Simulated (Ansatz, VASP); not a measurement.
NbP in VASP and in Ansatz

The input INCAR:

```
ALGO = Normal
EDIFF = 1E-6
ENCUT = 520
GGA = PE
ISIF = 2
ISMEAR = 1
LASPH = T
LCHARG = F
LREAL = F
LWAVE = F
NBANDS = 26
NELM = 60
PREC = Accurate
SIGMA = 0.1
```

KPOINTS

```
k-points
0
Gamma
  6 6 6
```

The input POSCAR:

```
NbP
1.0
   -1.6625000000      1.6625000000      5.6900000000
    1.6625000000     -1.6625000000      5.6900000000
    1.6625000000      1.6625000000     -5.6900000000
Nb P
2 2
Direct
    0.0000000000      0.0000000000      0.0000000000
    0.7500000000      0.2500000000      0.5000000000
    0.5000000000      0.5000000000      0.0000000000
    0.2500000000      0.7500000000      0.5000000000
```

Input for Ansatz:

```yaml
crystal:
  lattice:
    - [-1.6625, 1.6625, 5.69]
    - [1.6625, -1.6625, 5.69]
    - [1.6625, 1.6625, -5.69]
  atoms:
    - { symbol: Nb, position: [0.0, 0.0, 0.0] }
    - { symbol: Nb, position: [0.75, 0.25, 0.5] }
    - { symbol: P, position: [0.5, 0.5, 0.0] }
    - { symbol: P, position: [0.25, 0.75, 0.5] }
basis:
  ecutwfc: 420
kpoints:
  mp_grid: { grid: [6, 6, 6] }
hamiltonian:
  xc: pbe
scf:
  occupations: { method: methfessel_paxton }
output:
  forces: true
  stress: true
  eigenvalues: true
```

Alike in both runs: task single point; functional PBE; k mesh 6 × 6 × 6; no spin polarisation.

|  | VASP | Ansatz |
| --- | --- | --- |
| version | VASP 6.6.1 | Ansatz 0.2.0 |
| potentials or method | VASP PAW PBE potentials, release 64 (Nb_sv, P), cutoff 520 eV | scalar-relativistic, plane waves, PAW |
| occupations | methfessel-paxton of order 1, width 0.1 eV | methfessel-paxton of order 1 |
| valence electrons in the cell | 36 | 36 |

VASP gave:

| Quantity | Value |
| --- | --- |
| gap on the k mesh at the Fermi level (eV) | none |
| pressure (GPa) | 18.7 |
| traceless stress, the component that is largest in VASP (GPa) | -28.93 |

Q: Which values does Ansatz return?

A: gap on the k mesh at the Fermi level (eV): none; pressure (GPa): 19.1; traceless stress, the component that is largest in VASP (GPa): -29.20.

A gap of «none» marks a metal or a gap that the smearing closes.

The k mesh is coarse, so the values compare programs but aren't converged.
